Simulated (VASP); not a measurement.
# SrSiH6 (P4/mmm) in VASP: a series of runs, part 2 of 2

VASP 6.6.1. The steps go on from the part before.

## Step 4: Single point, r2SCAN+rVV10

This run uses another cell than the first one, of 7.88 Å³/atom.

Input file POSCAR:

```
SrSiH6
1.0
    3.3263894611      0.0000000000      0.0000000000
    0.0000000000      3.3263894611      0.0000000000
    0.0000000000      0.0000000000      5.6953917067
Sr H Si
1 6 1
Direct
    0.5000000000      0.5000000000      0.5000000000
    0.5000000000      0.5000000000      0.0000000000
    0.0000000000      0.0000000000      0.5000000000
    0.0000000000      0.5000000000      0.1689825495
    0.5000000000      0.0000000000      0.8310174505
    0.5000000000      0.0000000000      0.1689825495
    0.0000000000      0.5000000000      0.8310174505
    0.0000000000      0.0000000000      0.0000000000
```

Input file INCAR.step1:

```
PREC = Accurate
ENCUT = 520
ISMEAR = -1
SIGMA = 0.03
LREAL = F
LASPH = T
NELM = 100
NBANDS = 20
GGA = PE
ALGO = Normal
EDIFF = 1E-4
LWAVE = T
LCHARG = F
```

Input file INCAR.step2:

```
PREC = Accurate
ENCUT = 520
EDIFF = 1E-7
ISMEAR = -1
SIGMA = 0.03
LREAL = F
LASPH = T
NELM = 100
ALGO = Normal
ISIF = 2
LWAVE = F
LCHARG = F
METAGGA = R2SCAN
LMIXTAU = T
LUSE_VDW = T
IVDW_NL = 2
BPARAM = 11.95
CPARAM = 0.0093
NBANDS = 20
ISTART = 1
```

Input file KPOINTS:

```
Automatic mesh
0
Gamma
  8 8 6
```

Potentials or basis: VASP PAW PBE potentials, release 64 (Sr_sv, H, Si).

Launch:

```console
cat potpaw_PBE.64/Sr_sv/POTCAR potpaw_PBE.64/H/POTCAR potpaw_PBE.64/Si/POTCAR > POTCAR
cp INCAR.step1 INCAR
mpirun -np 1 vasp_std > vasp.out
cp INCAR.step2 INCAR
mpirun -np 1 vasp_std > vasp.out
```

OUTCAR:

```text
PREC = Accurate
   ENCUT = 520
   EDIFF = 1E-7
   ISMEAR = -1
   LREAL = F
   LASPH = T
   NELM = 100
   ISIF = 2
   METAGGA = R2SCAN
   IVDW_NL = 2
   BPARAM = 11.95
   ISTART = 1

 ion  position               nearest neighbor table
   1  0.500  0.500  0.500-   3 2.35   3 2.35   3 2.35   3 2.35   7 2.51   4 2.51   5 2.51   6 2.51
                             5 2.51   4 2.51   7 2.51   6 2.51   2 2.85   2 2.85   8 3.69   8 3.69
   2  0.500  0.500  0.000-   1 2.85   1 2.85
   3  0.000  0.000  0.500-   1 2.35   1 2.35   1 2.35   1 2.35
   4  0.000  0.500  0.169-   8 1.92   8 1.92   1 2.51   1 2.51
   5  0.500  0.000  0.831-   8 1.92   8 1.92   1 2.51   1 2.51
   6  0.500  0.000  0.169-   8 1.92   8 1.92   1 2.51   1 2.51
   7  0.000  0.500  0.831-   8 1.92   8 1.92   1 2.51   1 2.51
   8  0.000  0.000  0.000-   4 1.92   5 1.92   6 1.92   7 1.92   4 1.92   7 1.92   5 1.92   6 1.92
                             1 3.69   1 3.69   1 3.69   1 3.69   1 3.69   1 3.69   1 3.69   1 3.69

  LATTYP: Found a simple tetragonal cell.
 ALAT       =     3.3263894611
 C/A-ratio  =     1.7121842687

  Lattice vectors:

[... 198 lines left out ...]

 k-point     1 :       0.0000    0.0000    0.0000
  band No.  band energies     occupation
      1     -31.9088      2.00000
      2     -13.5328      2.00000
      3     -12.8993      2.00000
      4     -12.8993      2.00000
      5      -9.1281      2.00000
      6      -2.4151      2.00000
[... 541 lines left out ...]
     19      14.0017      0.00000
     20      14.6599      0.00000

 [... further k-points ...]

------------------------ aborting loop because EDIFF is reached ----------------------------------------

  FORCE on cell =-STRESS in cart. coord.  units (eV):
  Direction    XX          YY          ZZ          XY          YZ          ZX
  --------------------------------------------------------------------------------------
  -------------------------------------------------------------------------------------
  Total        0.1182130      0.1182130      0.0435809      0.0000000      0.0000000      0.0000000
  in kB        3.0054247      3.0054247      1.1079925      0.0000000      0.0000000      0.0000000
  external PRESSURE =       2.3729473 kB  Pullay stress =       0.0000000 kB

 VOLUME and BASIS-vectors are now :
 -----------------------------------------------------------------------------
  energy-cutoff  :      520.00
  volume of cell :       63.02
      direct lattice vectors                 reciprocal lattice vectors
     3.326389461  0.000000000  0.000000000     0.300626253  0.000000000  0.000000000
     0.000000000  3.326389461  0.000000000     0.000000000  0.300626253  0.000000000
     0.000000000  0.000000000  5.695391707     0.000000000  0.000000000  0.175580549

 POSITION                                       TOTAL-FORCE (eV/Angst)
 -----------------------------------------------------------------------------------
      1.66319      1.66319      2.84770         0.000000     -0.000000      0.000000
      1.66319      1.66319      0.00000         0.000000     -0.000000      0.000000
      0.00000      0.00000      2.84770         0.000000     -0.000000      0.000000
      0.00000      1.66319      0.96242         0.000000     -0.000000     -0.010173
      1.66319      0.00000      4.73297         0.000000      0.000000      0.010173
      1.66319      0.00000      0.96242         0.000000      0.000000     -0.010173
      0.00000      1.66319      4.73297        -0.000000     -0.000000      0.010173
      0.00000      0.00000      0.00000         0.000000     -0.000000      0.000000
 -----------------------------------------------------------------------------------
    total drift:                                0.000000      0.000000      0.000000

  FREE ENERGIE OF THE ION-ELECTRON SYSTEM (eV)
  ---------------------------------------------------
  free  energy   TOTEN  =       -41.2061913395 eV

  energy  without entropy=      -41.2026852820  energy(sigma->0) =      -41.20443831
```

OUTCAR.step1:

```text
PREC = Accurate
   ENCUT = 520
   ISMEAR = -1
   LREAL = F
   LASPH = T
[... 798 lines left out ...]
      1.66319      0.00000      4.73297        -0.000000      0.000000     -0.002895
      1.66319      0.00000      0.96242        -0.000000     -0.000000      0.002895
      0.00000      1.66319      4.73297         0.000000      0.000000     -0.002895
      0.00000      0.00000      0.00000        -0.000000      0.000000      0.000000
 -----------------------------------------------------------------------------------
    total drift:                                0.000000      0.000000      0.000000

  FREE ENERGIE OF THE ION-ELECTRON SYSTEM (eV)
  ---------------------------------------------------
  free  energy   TOTEN  =       -24.4124824619 eV

  energy  without entropy=      -24.4088559325  energy(sigma->0) =      -24.41066920
```

OSZICAR.step1:

```text
N       E                     dE             d eps       ncg     rms          rms(c)
DAV:   1     0.548869451127E+02    0.54887E+02   -0.89974E+03  2400   0.872E+02
DAV:   2    -0.220376641893E+02   -0.76925E+02   -0.74613E+02  3236   0.185E+02
DAV:   3    -0.254413779535E+02   -0.34037E+01   -0.33815E+01  3500   0.314E+01
DAV:   4    -0.255304462721E+02   -0.89068E-01   -0.88966E-01  3260   0.337E+00
DAV:   5    -0.255317428662E+02   -0.12966E-02   -0.12965E-02  3212   0.351E-01    0.230E+01
DAV:   6    -0.246071501772E+02    0.92459E+00   -0.67698E-01  2764   0.401E+00    0.126E+01
DAV:   7    -0.244258974351E+02    0.18125E+00   -0.96731E-01  2768   0.468E+00    0.335E+00
DAV:   8    -0.244328216453E+02   -0.69242E-02   -0.81455E-02  2836   0.148E+00    0.341E+00
DAV:   9    -0.244359945173E+02   -0.31729E-02   -0.11679E-03  3360   0.156E-01    0.348E+00
DAV:  10    -0.244284539636E+02    0.75406E-02   -0.50795E-02  3084   0.106E+00    0.557E+00
DAV:  11    -0.244511246958E+02   -0.22671E-01   -0.37506E-02  3136   0.936E-01    0.108E+01
DAV:  12    -0.244245868703E+02    0.26538E-01   -0.30904E-02  2804   0.851E-01    0.610E+00
DAV:  13    -0.244120841829E+02    0.12503E-01   -0.71980E-02  3100   0.126E+00    0.147E+00
DAV:  14    -0.244053593510E+02    0.67248E-02   -0.45958E-02  3196   0.103E+00    0.684E+00
DAV:  15    -0.244112229767E+02   -0.58636E-02   -0.56042E-03  2748   0.458E-01    0.522E+00
DAV:  16    -0.244124108847E+02   -0.11879E-02   -0.18711E-02  2940   0.722E-01    0.106E+00
DAV:  17    -0.244124440025E+02   -0.33118E-04   -0.28842E-03  3188   0.253E-01    0.508E-01
DAV:  18    -0.244124824619E+02   -0.38459E-04   -0.10766E-04  1940   0.513E-02
   1 F= -.24412482E+02 E0= -.24410669E+02  d E =-.362653E-02
```

It took 8.2 min on 1 thread of Oxide Virtual Turin-like, shared host; peak memory 0.33 GiB.

What came out:

```
Free energy            : -41.2062 eV
Pressure               : 0.2 GPa
Largest force          : 0.010 eV/Å
Band gap on the k mesh : zero (bands 10 and 11 overlap by 4.38 eV)
```

Forces in eV/Å, atoms in the order of the input:
```
Sr   0.000  0.000  0.000
H    0.000  0.000  0.000
H    0.000  0.000  0.000
H    0.000  0.000 -0.010
H    0.000  0.000  0.010
H    0.000  0.000 -0.010
H    0.000  0.000  0.010
Si   0.000  0.000  0.000
```

Stress tensor (GPa, compression positive):
```
0.30 0.00 0.00
0.00 0.30 0.00
0.00 0.00 0.11
```

Caveat: the PAW data sets were made with another functional, which shifts forces and pressure a little.

## Step 5: Relaxation of cell and atoms, PBEsol

This run uses another cell than the first one, of 14.24 Å³/atom.

Input file INCAR:

```
PREC = Accurate
ENCUT = 600
EDIFF = 1E-7
ISMEAR = -1
SIGMA = 0.03
LREAL = F
LASPH = T
NELM = 80
ALGO = Normal
ISIF = 3
LWAVE = F
LCHARG = F
GGA = PS
IBRION = 2
NSW = 100
EDIFFG = -0.01
```

Input file KPOINTS:

```
Automatic mesh
0
Gamma
  6 6 4
```

Input file POSCAR:

```
SrSiH6
1.0
    3.7125437600      0.0000000000      0.0000000000
    0.0000000000      3.7125437600      0.0000000000
    0.0000000000      0.0000000000      8.2657337400
Sr H Si
1 6 1
Direct
    0.5000000000      0.5000000000      0.5000000000
    0.5000000000      0.5000000000      0.0000000000
    0.0000000000      0.0000000000      0.5000000000
    0.0000000000      0.5000000000      0.2510972600
    0.5000000000      0.0000000000      0.7489027400
    0.5000000000      0.0000000000      0.2510972600
    0.0000000000      0.5000000000      0.7489027400
    0.0000000000      0.0000000000      0.0000000000
```

Potentials or basis: VASP PAW PBE potentials, release 64 (Sr_sv, H, Si).

Launch:

```console
cat potpaw_PBE.64/Sr_sv/POTCAR potpaw_PBE.64/H/POTCAR potpaw_PBE.64/Si/POTCAR > POTCAR
mpirun -np 1 vasp_std > vasp.out
```

OUTCAR:

```text
PREC = Accurate
   ENCUT = 600
   EDIFF = 1E-7
   ISMEAR = -1
   LREAL = F
   LASPH = T
   NELM = 80
   ISIF = 3
   GGA = PS
   IBRION = 2
   NSW = 100
   EDIFFG = -0.01

 ion  position               nearest neighbor table
   1  0.500  0.500  0.500-   3 2.63   3 2.63   3 2.63   3 2.63   7 2.77   4 2.77   5 2.77   6 2.77
                             5 2.77   4 2.77   7 2.77   6 2.77
   2  0.500  0.500  0.000-
   3  0.000  0.000  0.500-   1 2.63   1 2.63   1 2.63   1 2.63
   4  0.000  0.500  0.251-   1 2.77   1 2.77
   5  0.500  0.000  0.749-   1 2.77   1 2.77
   6  0.500  0.000  0.251-   1 2.77   1 2.77
   7  0.000  0.500  0.749-   1 2.77   1 2.77
   8  0.000  0.000  0.000-

  LATTYP: Found a simple tetragonal cell.
 ALAT       =     3.7125437600
 C/A-ratio  =     2.2264340232

  Lattice vectors:

 A1 = (   3.7125437600,   0.0000000000,   0.0000000000)
 A2 = (   0.0000000000,   3.7125437600,   0.0000000000)
 A3 = (   0.0000000000,   0.0000000000,   8.2657337400)

Analysis of symmetry for initial positions (statically):
=====================================================================
 Subroutine PRICEL returns:
 Original cell was already a primitive cell.

[... 162 lines left out ...]
   LEPSILON=     F    determine dielectric tensor
   LRPA    =     F    only Hartree local field effects (RPA)
 conjugate gradient relaxation of ions
 non-spin polarized calculation
  energy-cutoff  :      600.00
  volume of cell :      113.93
 maximum number of plane-waves:      3833
 NGX is ok and might be reduce to    30
   NGX = 15   NGY = 15   NGZ = 33

--------------------------------------- Ionic step        1  -------------------------------------------

 number of electron      20.0000001 magnetization

 Free energy of the ion-electron system (eV)
  ---------------------------------------------------
  ext. energy  EPLUGINS =         0.00000000
  ---------------------------------------------------
  free energy    TOTEN  =       -20.07448868 eV

  energy without entropy =      -20.05668643  energy(sigma->0) =      -20.06558755

 E-fermi :  -0.5616     XC(G=0):  -8.2646

 val. band max:       -0.5808042450   @ k =   0.1667   0.1667   0.5000
 cond. band min:      -0.5488754634   @ k =   0.5000   0.1667   0.2500
 fundamental gap:      0.0319287816
 Fermi energy:        -0.5616064996
[... 992 lines left out ...]
  FREE ENERGIE OF THE ION-ELECTRON SYSTEM (eV)
  ---------------------------------------------------
  free  energy   TOTEN  =       -22.5572560733 eV

  energy  without entropy=      -22.5444863686  energy(sigma->0) =      -22.55087122

[... ionic steps 4 to 15 ...]

--------------------------------------- Ionic step       16  -------------------------------------------

 number of electron      20.0000002 magnetization

------------------------ aborting loop because EDIFF is reached ----------------------------------------
[... 79 lines left out ...]
--------------------------------------- Ionic step       18  -------------------------------------------

 number of electron      20.0000002 magnetization

 Free energy of the ion-electron system (eV)
  ---------------------------------------------------
  ext. energy  EPLUGINS =         0.00000000
  ---------------------------------------------------
  free energy    TOTEN  =       -25.26237664 eV

  energy without entropy =      -25.25924880  energy(sigma->0) =      -25.26081272

 E-fermi :   3.6655     XC(G=0): -10.4410

 val. band max:        3.6647399784   @ k =   0.1667   0.0000   0.5000
 cond. band min:       3.6791444555   @ k =   0.0000   0.0000   0.5000
 fundamental gap:      0.0144044771
 Fermi energy:         3.6654874227
[... 467 lines left out ...]
  FREE ENERGIE OF THE ION-ELECTRON SYSTEM (eV)
  ---------------------------------------------------
  free  energy   TOTEN  =       -25.2623766436 eV

  energy  without entropy=      -25.2592487965  energy(sigma->0) =      -25.26081272

 reached required accuracy - stopping structural energy minimisation
```

OSZICAR:

```text
N       E                     dE             d eps       ncg     rms          rms(c)
DAV:   1     0.668371076087E+02    0.66837E+02   -0.91066E+03   900   0.121E+03
DAV:   2    -0.158108162026E+02   -0.82648E+02   -0.81121E+02  1196   0.205E+02
DAV:   3    -0.215874096230E+02   -0.57766E+01   -0.57619E+01  1624   0.488E+01
DAV:   4    -0.217326949416E+02   -0.14529E+00   -0.14526E+00  1209   0.627E+00
[... 214 lines left out ...]
DAV:   4    -0.252623766773E+02    0.23939E-05   -0.24311E-05  1463   0.259E-02    0.264E-02
DAV:   5    -0.252623769604E+02   -0.28304E-06   -0.85570E-06  1532   0.147E-02    0.394E-03
DAV:   6    -0.252623767957E+02    0.16465E-06   -0.17098E-07   899   0.356E-03    0.185E-03
DAV:   7    -0.252623766221E+02    0.17361E-06   -0.27312E-08   527   0.161E-03    0.474E-04
DAV:   8    -0.252623766436E+02   -0.21511E-07   -0.50496E-09   471   0.498E-04
  18 F= -.25262377E+02 E0= -.25260813E+02  d E =-.230534E-03
```

Run time: 20 min. Hardware: 1 thread of Oxide Virtual Turin-like, shared host; peak memory 0.27 GiB.

Results:

* Free energy: -25.2624 eV
* Relaxed volume: 7.75 Å³/atom
* Relaxed cell: a = 3.333 Å, b = 3.333 Å, c = 5.579 Å, α = 90.00°, β = 90.00°, γ = 90.00°
* Space group after relaxing (to 0.1 Å): P4/mmm (No. 123)
* Energy gained by relaxing: 648.5 meV/atom
* Ionic steps: 18
* Pressure after relaxing: 0.0 GPa
* Largest force after relaxing: 0.009 eV/Å
* Band gap on the k mesh: zero (bands 10 and 11 overlap by 4.21 eV)

Forces in eV/Å, atoms in the order of the input:
```
Sr   0.000  0.000  0.000
H    0.000  0.000  0.000
H    0.000  0.000  0.000
H    0.000  0.000 -0.009
H    0.000  0.000  0.009
H    0.000  0.000 -0.009
H    0.000  0.000  0.009
Si   0.000  0.000  0.000
```

Step by step:
```tsv
step	energy change (eV)	largest force (eV/Å)	pressure (GPa)	volume (Å³)
1	0.0000	0.3582	-11.32	113.93
2	-1.1414	0.5380	-10.47	98.12
3	-2.4828	1.2969	8.13	59.52
4	-2.5910	1.0861	0.84	67.34
5	-3.0422	1.0717	1.15	65.35
6	-4.6328	0.8600	4.19	59.34
7	-1.1195	3.0892	46.21	47.08
8	-4.8067	0.7596	7.43	56.62
9	-4.4847	1.0275	18.62	51.81
10	-4.9246	0.3757	10.12	55.02
11	-4.9304	0.1866	11.27	54.47
12	-5.0217	0.5333	1.68	61.35
13	-5.0987	0.2898	4.90	58.34
14	-5.1863	0.0457	-0.39	62.21
15	-5.1866	0.0293	-0.14	61.99
16	-5.1876	0.0238	0.06	61.90
17	-5.1877	0.0221	0.13	61.87
18	-5.1879	0.0094	0.05	61.98
```

Final structure:
```yaml
crystal:
  lattice:
    - [3.33305, 0.00000, 0.00000]
    - [0.00000, 3.33305, 0.00000]
    - [0.00000, 0.00000, 5.57889]
  atoms:
    - { symbol: Sr, position: [0.50000, 0.50000, 0.50000] }
    - { symbol: H, position: [0.50000, 0.50000, 0.00000] }
    - { symbol: H, position: [0.00000, 0.00000, 0.50000] }
    - { symbol: H, position: [0.00000, 0.50000, 0.17289] }
    - { symbol: H, position: [0.50000, 0.00000, 0.82711] }
    - { symbol: H, position: [0.50000, 0.00000, 0.17289] }
    - { symbol: H, position: [0.00000, 0.50000, 0.82711] }
    - { symbol: Si, position: [0.00000, 0.00000, 0.00000] }
```

Levels at points of the mesh, in eV from the Fermi level:
| k point | band 7 | band 8 | band 9 | band 10 | band 11 | band 12 | band 13 | band 14 |
| --- | --- | --- | --- | --- | --- | --- | --- | --- |
| (0.00, 0.00, 0.00) | -3.98 | -2.49 | 1.14 | 1.57 | 1.84 | 1.84 | 3.35 | 4.07 |
| (0.50, 0.00, 0.00) | -4.56 | -2.04 | -1.14 | 0.51 | 2.79 | 2.95 | 3.55 | 5.97 |
| (0.50, 0.50, 0.00) | -6.03 | -3.85 | -2.70 | -2.64 | -2.64 | 0.31 | 7.02 | 7.02 |
| (0.00, 0.00, 0.50) | -2.24 | -2.13 | 0.01 | 0.64 | 1.57 | 1.57 | 4.20 | 5.48 |
| (0.50, 0.00, 0.50) | -4.19 | -3.28 | 0.07 | 1.57 | 1.75 | 3.02 | 3.24 | 4.10 |
| (0.50, 0.50, 0.50) | -5.54 | -4.09 | -3.44 | -1.61 | -1.61 | 2.36 | 4.00 | 4.28 |

Caveat: the volume moved by over 15 % at a fixed basis, so the end points are rough; the PAW data sets were made with another functional, which shifts forces and pressure a little.

## Step 6: Overview

```tsv
task	level	cell	k mesh	cutoff (eV)	gap on the mesh (eV)	pressure (GPa)	largest force (eV/Å)
single point	PBEsol	a = 3.328, b = 3.328, c = 5.571 Å, 8 atoms, atomic positions A	6 × 6 × 4	520	none	0.2	-
single point	r2SCAN+rVV10	a = 3.326, b = 3.326, c = 5.695 Å, 8 atoms, atomic positions B	8 × 8 × 4	520	none	0.2	0.01
single point	r2SCAN+rVV10	a = 3.326, b = 3.326, c = 5.695 Å, 8 atoms, atomic positions B	8 × 8 × 6	520	none	0.2	0.01
relaxation of cell and atoms	PBEsol	relaxed from a = 3.713, b = 3.713, c = 8.266 Å, 8 atoms, atomic positions C	6 × 6 × 4	600	none	0.0	0.01
```

Alike in all rows: potentials or basis VASP PAW PBE potentials, release 64 (Sr_sv, H, Si); no spin polarisation; smearing fermi-dirac 0.03 eV.

Caveats: the PAW data sets were made with another functional, which shifts forces and pressure a little; the volume moved by over 15 % at a fixed basis, so the end points are rough (at least some runs).

Absolute energies hang on the potentials; compare differences alone.

The gap in the log of VASP goes by the Fermi energy; the results here count the filled bands.